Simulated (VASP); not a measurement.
CO2, 6 atoms in the cell. The structure is tetragonal, space group I-42d (No. 122). Conventional cell: a = 3.908 Å, b = 3.908 Å, c = 5.937 Å, α = 90.00°, β = 90.00°, γ = 90.00°. C (site symmetry -4) has 4 O at 1.39 Å within 1.9 Å. Within 1.9 Å of O (site symmetry 2) lie 2 C at 1.39 Å. 

```yaml
Program: VASP 6.6.1
Task: single point
Functional: r2SCAN
Potentials_or_basis: VASP PAW PBE potentials, release 64 (C_h, O_h)
Cutoff: 1480 eV
k_mesh: 8 × 8 × 8
Occupations: gaussian, width 0.1 eV
Spin: no spin polarisation
Dipole_correction: no
Further_INCAR_settings: ALGO = Normal; EDIFF = 1e-06; NBANDS = 25
```

Potentials or basis: VASP PAW PBE potentials, release 64 (C_h, O_h).

The run is started by

```bash
$ cat potpaw_PBE.64/C_h/POTCAR potpaw_PBE.64/O_h/POTCAR > POTCAR
$ cp INCAR.step1 INCAR
$ mpirun -np 1 vasp_std > vasp.out
$ cp INCAR.step2 INCAR
$ mpirun -np 1 vasp_std > vasp.out
```

Hardware: 1 thread of Intel(R) Xeon(R) 6975P-C (Granite Rapids) (shared host).

Task: Estimate the wall time of this run.

Result: It took 14 min on 1 thread of Intel(R) Xeon(R) 6975P-C (Granite Rapids) (shared host), peak memory 0.55 GiB. Counts: k points 59.
